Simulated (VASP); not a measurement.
Wanted: the native input for a VASP 6.6.1 run.

* Task: relaxation of cell and atoms
* Functional: RPBE
* Potentials or basis: VASP PAW PBE potentials, release 64 (Ti_sv)
* Cutoff: 720 eV
* k mesh: 9 × 9 × 13
* Occupations: fermi-dirac, width 0.02 eV
* Spin: no spin polarisation
* Tolerance level: screening
* Purpose: cell
* Passes: 3
* Further INCAR settings: ALGO = Normal; EDIFF = 1e-07

The system is Ti.

```
CELL_PARAMETERS angstrom
4.61260 0.00000 0.00000
-2.30630 3.99463 0.00000
0.00000 0.00000 2.85423
ATOMIC_POSITIONS crystal
Ti 0.66667 0.33333 0.50000
Ti 0.33333 0.66667 0.50000
Ti 0.00000 0.00000 0.00000
```

This isn't the form of Ti at room conditions, which is hcp.

One way to write it, as run:

POSCAR

```
Ti
1.0
    4.6125993047      0.0000000000      0.0000000000
   -2.3062996524      3.9946281754      0.0000000000
    0.0000000000      0.0000000000      2.8542287065
Ti
3
Direct
    0.6666666667      0.3333333333      0.5000000000
    0.3333333333      0.6666666667      0.5000000000
    0.0000000000      0.0000000000      0.0000000000
```

INCAR.step1

```
SYSTEM = Ti
  ALGO = Normal
  EDIFF = 1E-7
  EDIFFG = -0.002
  ENCUT = 720
  GGA = RP
  GGA_COMPAT = .False.
  IBRION = 2
  ISIF = 3
  ISMEAR = -1
  KPAR = 8
  LASPH = .True.
  LCHARG = .False.
  LREAL = .False.
  LWAVE = .False.
  NELM = 120
  NELMIN = 4
  NSW = 80
  POTIM = 0.5
  PREC = Accurate
  SIGMA = 0.02
```

INCAR.step4

```
SYSTEM = Ti
  ALGO = Normal
  EDIFF = 1E-7
  ENCUT = 720
  GGA = RP
  GGA_COMPAT = .False.
  ISIF = 2
  ISMEAR = -1
  KPAR = 8
  LASPH = .True.
  LCHARG = .False.
  LREAL = .False.
  LWAVE = .False.
  NELM = 120
  PREC = Accurate
  SIGMA = 0.02
```

KPOINTS

```
Automatic mesh
0
Gamma
  9 9 13
  0 0 0
```

Potentials or basis: VASP PAW PBE potentials, release 64 (Ti_sv).

The run is started by

```bash
$ cat potpaw_PBE.64/Ti_sv/POTCAR > POTCAR
$ cp INCAR.step1 INCAR
$ cp POSCAR.step1 POSCAR
$ mpirun -np 8 vasp_std > vasp.out
$ cp CONTCAR POSCAR
$ mpirun -np 8 vasp_std > vasp.out
$ cp CONTCAR POSCAR
$ mpirun -np 8 vasp_std > vasp.out
$ cp CONTCAR POSCAR
$ cp INCAR.step4 INCAR
$ mpirun -np 8 vasp_std > vasp.out
```

Results of the run:

```
Relaxed volume                        : 17.62 Å³/atom
Relaxed cell                          : a = 4.625 Å, b = 4.625 Å, c = 2.853 Å, α = 90.00°, β = 90.00°, γ = 120.00°
Space group after relaxing (to 0.1 Å) : P6/mmm (No. 191)
Energy gained by relaxing             : 0.2 meV/atom
Ionic steps                           : 7
Pressure after relaxing               : 0.0 GPa
Band gap on the k mesh                : zero (bands 18 and 19 overlap by 0.26 eV)
```

Caveat: the PAW data sets were made with another functional, which shifts forces and pressure a little.

It took 3.1 min on 8 MPI ranks on Intel(R) Xeon(R) Platinum 8259CL CPU @ 2.50GHz (Skylake/Cascade Lake), on a shared host, peak memory 0.33 GiB a rank.
